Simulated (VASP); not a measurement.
# W (Im-3m) in VASP: further runs

Runs on W. Level: PBE. Tasks: relaxation of cell and atoms.

All numbers are computed with VASP 6.6.1; they aren't measurements. Logs are shortened: lines on timing, memory, paths and dates and some standing lists are left out, and cuts for length are marked.

## Step 1: The cell of the first run

The structure is cubic, space group Im-3m (No. 229). Conventional cell: a = 2.859 Å, b = 2.859 Å, c = 2.859 Å, α = 90.00°, β = 90.00°, γ = 90.00°. Within 3.3 Å of W (site symmetry m-3m) lie 14 W at 2.48 to 2.86 Å.

## Step 2: Relaxation of cell and atoms, PBE, target pressure 190 GPa, at which the enthalpy is minimised

The input, INCAR:

```
  ALGO = Normal
  EDIFF = 1E-6
  EDIFFG = -0.005
  ENCUT = 600
  GGA = PE
  IBRION = 2
  ISIF = 3
  ISMEAR = -1
  LASPH = T
  LCHARG = F
  LREAL = F
  LWAVE = F
  NELM = 100
  NSW = 60
  PREC = Accurate
  PSTRESS = 1900.0
  SIGMA = 0.1
```

The input, KPOINTS:

```
k-points
0
Gamma
  19 19 19
```

The input, POSCAR:

```
W
1.0
   -1.4296987485      1.4296987485      1.4296987485
    1.4296987485     -1.4296987485      1.4296987485
    1.4296987485      1.4296987485     -1.4296987485
W
1
Direct
    0.0000000000      0.0000000000      0.0000000000
```

Potentials or basis: VASP PAW PBE potentials, release 64 (W_sv).

Started as:

```
> cat potpaw_PBE.64/W_sv/POTCAR > POTCAR
> mpirun -np 1 vasp_std > vasp.out
```

OUTCAR:

```text
EDIFF = 1E-6
   EDIFFG = -0.005
   ENCUT = 600
   GGA = PE
   IBRION = 2
   ISIF = 3
   ISMEAR = -1
   LASPH = T
   LREAL = F
   NELM = 100
   NSW = 60
   PREC = Accurate
   PSTRESS = 1900.0

 ion  position               nearest neighbor table
   1  0.000  0.000  0.000-

  LATTYP: Found a body centered cubic cell.
 ALAT       =     2.8593974970

  Lattice vectors:

 A1 = (  -1.4296987485,   1.4296987485,   1.4296987485)
 A2 = (   1.4296987485,  -1.4296987485,   1.4296987485)
 A3 = (   1.4296987485,   1.4296987485,  -1.4296987485)

Analysis of symmetry for initial positions (statically):
=====================================================================
 Subroutine PRICEL returns:
 Original cell was already a primitive cell.

 Routine SETGRP: Setting up the symmetry group for a
 body centered cubic supercell.

 Subroutine GETGRP returns: Found 48 space group operations
 (whereof 48 operations were pure point group operations)
 out of a pool of 48 trial point group operations.

The static configuration has the point symmetry O_h .

Analysis of symmetry for dynamics (positions and initial velocities):
=====================================================================
 Subroutine PRICEL returns:
 Original cell was already a primitive cell.

 Routine SETGRP: Setting up the symmetry group for a
 body centered cubic supercell.

 Subroutine GETGRP returns: Found 48 space group operations
 (whereof 48 operations were pure point group operations)
 out of a pool of 48 trial point group operations.

The dynamic configuration has the point symmetry O_h .

 Subroutine INISYM returns: Found 48 space group operations
 (whereof 48 operations are pure point group operations),
 and found     1 'primitive' translations

----------------------------------------------------------------------------------------

                                     Primitive cell

  volume of cell :      11.6894

  direct lattice vectors                    reciprocal lattice vectors
    -1.429698748  1.429698748  1.429698748     0.000000000  0.349724024  0.349724024
     1.429698748 -1.429698748  1.429698748     0.349724024  0.000000000  0.349724024
     1.429698748  1.429698748 -1.429698748     0.349724024  0.349724024  0.000000000

  length of vectors
     2.476310872  2.476310872  2.476310872     0.494584458  0.494584458  0.494584458

  position of ions in fractional coordinates (direct lattice)
     0.000000000  0.000000000  0.000000000

  ion indices of the primitive-cell ions
   primitive index   ion index
                 1           1

----------------------------------------------------------------------------------------

 KPOINTS: k-points

Automatic generation of k-mesh.
 Grid dimensions read from file:
 generate k-points for:   19   19   19

 Generating k-lattice:

  Cartesian coordinates                     Fractional coordinates (reciprocal lattice)
     0.000000000  0.018406528  0.018406528     0.052631579  0.000000000  0.000000000
     0.018406528  0.000000000  0.018406528     0.000000000  0.052631579  0.000000000
     0.018406528  0.018406528  0.000000000     0.000000000  0.000000000  0.052631579

  Length of vectors
     0.026030761  0.026030761  0.026030761

  Shift w.r.t. Gamma in fractional coordinates (k-lattice)
     0.000000000  0.000000000  0.000000000

 Subroutine IBZKPT returns following result:
 ===========================================

 Found    220 irreducible k-points:

 Following reciprocal coordinates:
            Coordinates               Weight
  0.000000  0.000000  0.000000      1.000000
  0.052632  0.000000  0.000000     12.000000
  0.105263  0.000000  0.000000     12.000000
  0.157895  0.000000  0.000000     12.000000
  0.210526  0.000000  0.000000     12.000000
  0.263158  0.000000  0.000000     12.000000
[... 16 lines left out ...]
  0.263158  0.105263  0.000000     48.000000
  0.315789  0.105263  0.000000     48.000000
 [... further k-points ...]
   k-points           NKPTS =    220   k-points in BZ     NKDIM =    220   number of bands    NBANDS=     11
   number of dos      NEDOS =    301   number of ions     NIONS =      1
   total plane-waves  NPLWV =   8000
   dimension x,y,z NGX =    20 NGY =   20 NGZ =   20
   dimension x,y,z NGXF=    40 NGYF=   40 NGZF=   40
   ions per type =               1
   NGX,Y,Z   is equivalent  to a cutoff of  13.43, 13.43, 13.43 a.u.
   NGXF,Y,Z  is equivalent  to a cutoff of  26.85, 26.85, 26.85 a.u.
 SYSTEM =  unknown system
   PREC   = accura    normal or accurate (medium, high low for compatibility)
   ISTART =      0    job   : 0-new  1-cont  2-samecut
   ICHARG =      2    charge: 1-file 2-atom 10-const
   ISPIN  =      1    spin polarized calculation?
   LNONCOLLINEAR =      F non collinear calculations
   LSORBIT =      F    spin-orbit coupling
   LASPH  =      T    aspherical Exc in radial PAW
   ENCUT  =  600.0 eV  44.10 Ry    6.64 a.u.   4.95  4.95  4.95*2*pi/ulx,y,z
   NELM   =    100;   NELMIN=  2; NELMDL= -5     # of ELM steps
   EDIFF  = 0.1E-05   stopping-criterion for ELM
   LREAL  =      F    real-space projection
   EDIFFG = -.5E-02   stopping-criterion for IOM
   NSW    =     60    number of steps for IOM
   IBRION =      2    ionic relax: 0-MD 1-quasi-New 2-CG
   NFREE  =      1    steps in history (QN), initial steepest desc. (CG)
   ISIF   =      3    stress and relaxation
   ISYM   =      2    0-nonsym 1-usesym 2-fastsym
   POTIM  = 0.5000    time-step for ionic-motion
   TEBEG  =    0.0;   TEEND  =   0.0 temperature during run
   PSTRESS= 1900.0 pullay stress
   NELECT =      14.0000    total number of electrons
   NUPDOWN=      -1.0000    fix difference up-down
   EMIN   =  10.00;   EMAX   =-10.00  energy-range for DOS
   EFERMI =   0.00;   METHOD = LEGACY
   ISMEAR =    -1;   SIGMA  =   0.10  broadening in eV -4-tet -1-fermi 0-gaus
   EFERMI_NEDOS =   21; number of points for ismear=-14 and -15
   IALGO  =     38    algorithm
   IMIX   =      4    mixing-type and parameters
     AMIX     =   0.40;   BMIX     =  1.00
     AMIX_MAG =   1.60;   BMIX_MAG =  1.00
  volume/ion in A,a.u.               =      11.69        78.88
  Fermi-wavevector in a.u.,A,eV,Ry     =   1.738546  3.285376 41.124206  3.022544
  Thomas-Fermi vector in A             =   2.811558
   LORBIT       =      0    0 simple, 1 ext, 2 COOP (PROOUT), +10 PAW based schemes
   GGA     = PE    functional components
   LHFCALC =     F    Hartree Fock is set to
   AEXX    =    0.0000 exact exchange contribution
   IVDW    =     0    specifies the selected vdW correction
   LEPSILON=     F    determine dielectric tensor
   LRPA    =     F    only Hartree local field effects (RPA)
 conjugate gradient relaxation of ions
 non-spin polarized calculation
  energy-cutoff  :      600.00
  volume of cell :       11.69
 maximum number of plane-waves:       402
   NGX =  9   NGY =  9   NGZ =  9

--------------------------------------- Ionic step        1  -------------------------------------------

 number of electron      14.0000002 magnetization

 Free energy of the ion-electron system (eV)
  ---------------------------------------------------
  ext. energy  EPLUGINS =         0.00000000
  ---------------------------------------------------
  free energy    TOTEN  =       -10.92564856 eV

  energy without entropy =      -10.91277998  energy(sigma->0) =      -10.91921427

------------------------ aborting loop because EDIFF is reached ----------------------------------------

  FORCE on cell =-STRESS in cart. coord.  units (eV):
  Direction    XX          YY          ZZ          XY          YZ          ZX
  --------------------------------------------------------------------------------------
  -------------------------------------------------------------------------------------
  Total       14.0146891     14.0146891     14.0146891     -0.0000000     -0.0000000      0.0000000
  in kB     1920.8809461   1920.8809461   1920.8809461     -0.0000000     -0.0000000      0.0000000
  external PRESSURE =      20.8809461 kB  Pullay stress =    1900.0000000 kB
[... 59 lines left out ...]
  enthalpy is  TOTEN    =         2.9504137027 eV   P V=       14.1702427701

--------------------------------------- Ionic step        3  -------------------------------------------

 number of electron      14.0000003 magnetization

 Free energy of the ion-electron system (eV)
  ---------------------------------------------------
  ext. energy  EPLUGINS =         0.00000000
  ---------------------------------------------------
  free energy    TOTEN  =       -10.95572882 eV

  energy without entropy =      -10.94291462  energy(sigma->0) =      -10.94932172

 E-fermi :  16.5441     XC(G=0): -15.4411

 val. band max:       16.5402779267   @ k =   0.3684   0.0526  -0.0000
 cond. band min:      16.5717349741   @ k =   0.3684   0.1053   0.1053
 fundamental gap:      0.0314570474
 Fermi energy:        16.5440843777

 k-point     1 :       0.0000    0.0000    0.0000
  band No.  band energies     occupation
      1     -57.6945      2.00000
      2     -20.4354      2.00000
      3     -20.4354      2.00000
      4     -20.4354      2.00000
      5       5.2701      2.00000
      6      14.4579      2.00000
      7      14.4579      2.00000
      8      14.4579      2.00000
      9      19.3126      0.00000
     10      19.3126      0.00000
     11      31.4401      0.00000
[... 309 lines left out ...]
 k-point    24 :       0.3158    0.1053    0.0000
  band No.  band energies     occupation
      1     -57.2747      2.00000
      2     -23.2014      2.00000
      3     -21.3970      2.00000
      4     -20.6105      2.00000
      5       8.7887      2.00000
      6      11.5758      2.00000
      7      15.2059      2.00000
      8      18.9878      0.00000
      9      20.8169      0.00000
     10      23.6333      0.00000
     11      31.0750      0.00000

 [... further k-points ...]
[... 5 lines left out ...]
  --------------------------------------------------------------------------------------
  -------------------------------------------------------------------------------------
  Total       13.8925589     13.8925589     13.8925589      0.0000000      0.0000000     -0.0000000
  in kB     1900.0408638   1900.0408638   1900.0408638      0.0000000      0.0000000     -0.0000000
  external PRESSURE =       0.0408638 kB  Pullay stress =    1900.0000000 kB
[... 16 lines left out ...]
  FREE ENERGIE OF THE ION-ELECTRON SYSTEM (eV)
  ---------------------------------------------------
  free  energy   TOTEN  =       -10.9557288225 eV

  energy  without entropy=      -10.9429146222  energy(sigma->0) =      -10.94932172

  enthalpy is  TOTEN    =         2.9365313111 eV   P V=       13.8922601337

 reached required accuracy - stopping structural energy minimisation
```

Wall time 81 s (1 thread of AMD EPYC 7R13, shared host); peak memory 0.13 GiB.

Results:

| Item | Value |
| --- | --- |
| Free energy | -10.9557 eV |
| Relaxed volume | 11.71 Å³/atom |
| Relaxed cell | a = 2.478 Å, b = 2.478 Å, c = 2.478 Å, α = 109.47°, β = 109.47°, γ = 109.47° |
| Space group after relaxing (to 0.1 Å) | Im-3m (No. 229) |
| Energy change on relaxing (the run minimises the enthalpy) | -30.1 meV/atom |
| Ionic steps | 3 |
| Pressure after relaxing | 190.0 GPa |
| Band gap on the k mesh | zero (bands 7 and 8 overlap by 9.07 eV) |

Step by step:
| step | energy change (eV) | largest force (eV/Å) | pressure (GPa) | volume (Å³) |
| --- | --- | --- | --- | --- |
| 1 | 0.0000 | 0.0000 | 192.09 | 11.69 |
| 2 | -0.2942 | 0.0000 | 171.34 | 11.95 |
| 3 | -0.0301 | 0.0000 | 190.00 | 11.71 |

Final structure:
```
CELL_PARAMETERS angstrom
-1.43073 1.43073 1.43073
1.43073 -1.43073 1.43073
1.43073 1.43073 -1.43073
ATOMIC_POSITIONS crystal
W 0.00000 0.00000 0.00000
```

Levels at points of the mesh, in eV from the Fermi level:
```
           k point  band 3  band 4  band 5  band 6  band 7  band 8  band 9  band 10  band 11
(0.00, 0.00, 0.00)  -36.98  -36.98  -11.27   -2.09   -2.09   -2.09    2.77     2.77    14.90
```

Caveat: the cell is relaxed towards a set pressure, so the run minimises the enthalpy, not the energy; spin-orbit coupling is left out, which moves the levels of the heavy elements.

## Step 3: Relaxation of cell and atoms, PBE, target pressure 190 GPa, at which the enthalpy is minimised

This run uses another cell than the first one, of 11.66 Å³/atom.

The input, INCAR:

```
SYSTEM = W
PREC     = Accurate       ! precision mode
ENCUT    = 600            ! plane-wave cutoff, eV
EDIFF    = 1E-6           ! SCF threshold, eV
ISMEAR   = -1             ! smearing method
SIGMA    = 0.1            ! smearing width, eV
LREAL    = .False.        ! projectors in reciprocal space
LASPH    = .True.         ! aspherical terms in the spheres
NELM     = 60             ! most SCF steps
ALGO     = Normal         ! electronic algorithm
ISIF     = 3              ! what is computed and relaxed
LWAVE    = .False.        ! write WAVECAR
LCHARG   = .False.        ! write CHGCAR
GGA      = PE             ! functional
IBRION   = 2              ! ionic algorithm
NSW      = 32             ! ionic steps
EDIFFG   = -0.005         ! ionic threshold
PSTRESS  = 1900.0
```

The input, KPOINTS:

```
regular mesh
0
Gamma
  19 19 19
  0 0 0
```

The input, POSCAR:

```
W
1.0
   -1.4284307582      1.4284307582      1.4284307582
    1.4284307582     -1.4284307582      1.4284307582
    1.4284307582      1.4284307582     -1.4284307582
W
1
Direct
    0.0000000000      0.0000000000      0.0000000000
```

Potentials or basis: VASP PAW PBE potentials, release 64 (W_sv).

Started as:

```
> cat potpaw_PBE.64/W_sv/POTCAR > POTCAR
> mpirun -np 1 vasp_std > vasp.out
```

Run time: 2.8 min. Hardware: 1 thread of AMD EPYC 7R13, shared host; peak memory 0.13 GiB.

It converged, with:

```
Free energy                                                : -10.9561 eV
Relaxed volume                                             : 11.71 Å³/atom
Relaxed cell                                               : a = 2.478 Å, b = 2.478 Å, c = 2.478 Å, α = 109.47°, β = 109.47°, γ = 109.47°
Space group after relaxing (to 0.1 Å)                      : Im-3m (No. 229)
Energy change on relaxing (the run minimises the enthalpy) : -68.0 meV/atom
Ionic steps                                                : 8
Pressure after relaxing                                    : 190.0 GPa
Band gap on the k mesh                                     : zero (bands 7 and 8 overlap by 9.07 eV)
```

Step by step:
```tsv
step	energy change (eV)	largest force (eV/Å)	pressure (GPa)	volume (Å³)
1	0.0000	0.0000	194.71	11.66
2	-0.6287	0.0000	149.83	12.25
3	-0.0689	0.0000	189.93	11.72
4	-0.0675	0.0000	189.88	11.71
5	-0.0339	0.0000	192.33	11.69
6	-0.0658	0.0000	190.15	11.71
7	-0.0663	0.0000	190.14	11.71
8	-0.0680	0.0000	190.00	11.71
```

Final structure:
```
W
1.0
    -1.43074    1.43074    1.43074
     1.43074   -1.43074    1.43074
     1.43074    1.43074   -1.43074
W
1
Direct
  0.00000 0.00000 0.00000
```

Levels at points of the mesh, in eV from the Fermi level:
| k point | band 4 | band 5 | band 6 | band 7 | band 8 | band 9 | band 10 | band 11 |
| --- | --- | --- | --- | --- | --- | --- | --- | --- |
| (0.00, 0.00, 0.00) | -36.98 | -11.27 | -2.09 | -2.09 | -2.09 | 2.77 | 2.77 | 14.90 |

Caveat: the cell is relaxed towards a set pressure, so the run minimises the enthalpy, not the energy; spin-orbit coupling is left out, which moves the levels of the heavy elements.

The gap in the log of VASP goes by the Fermi energy; the results here count the filled bands.